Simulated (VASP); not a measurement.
Crystal: LiNbO3 (klda).

```
Li Nb O
1.0
     2.57708    1.48788    4.66257
    -2.57708    1.48788    4.66257
     0.00000   -2.97576    4.66257
Li Nb O
2 2 6
Direct
  0.70547 0.70547 0.70547
  0.20547 0.20547 0.20547
  0.98751 0.98751 0.98751
  0.48751 0.48751 0.48751
  0.88248 0.27009 0.62090
  0.62090 0.88248 0.27009
  0.27009 0.62090 0.88248
  0.77009 0.38248 0.12090
  0.38248 0.12090 0.77009
  0.12090 0.77009 0.38248
```

```yaml
Program: VASP 6.6.1
Task: relaxation of cell and atoms
Functional: LDA
Potentials_or_basis: VASP PAW LDA potentials, release 64 (Li_sv, Nb_sv, O)
Cutoff: 600 eV
k_mesh: 6 × 6 × 6
Occupations: gaussian, width 0.1 eV
Spin: no spin polarisation
```

At the start: pressure -11.1 GPa; volume 10.73 Å³/atom.

Problem. How do energy, volume and symmetry change on relaxing?

Solution. Over 7 steps the energy falls by 21.9 meV/atom and the volume is 10.13 Å³/atom (-5.6 %); space group R3c (No. 161, to 0.05 Å).

Step by step:
| step | energy change (eV) | largest force (eV/Å) | pressure (GPa) | volume (Å³) |
| --- | --- | --- | --- | --- |
| 1 | 0.0000 | 0.5693 | -11.10 | 107.27 |
| 2 | 0.2465 | 1.7296 | 19.08 | 96.14 |
| 3 | -0.1910 | 0.4809 | -0.77 | 102.61 |
| 4 | -0.1911 | 0.4941 | -0.54 | 102.52 |
| 5 | -0.2179 | 0.1006 | 0.03 | 101.47 |
| 6 | -0.2185 | 0.0508 | 0.21 | 101.27 |
| 7 | -0.2185 | 0.0488 | 0.20 | 101.30 |

Final structure:
```
Li Nb O
1.0
     2.53148    1.46155    4.56302
    -2.53148    1.46155    4.56302
     0.00000   -2.92310    4.56302
Li Nb O
2 2 6
Direct
  0.70538 0.70538 0.70538
  0.20538 0.20538 0.20538
  0.98917 0.98917 0.98917
  0.48917 0.48917 0.48917
  0.88014 0.27056 0.62121
  0.62121 0.88014 0.27056
  0.27056 0.62121 0.88014
  0.77056 0.38014 0.12121
  0.38014 0.12121 0.77056
  0.12121 0.77056 0.38014
```

Caveat: the cutoff is under 1.25 times the usual one of these potentials, so pressure, stress and relaxed cells hold a basis-set (Pulay) error; the relaxation stopped at a loose force limit of 0.05 eV/Å, so its end isn't a converged minimum.
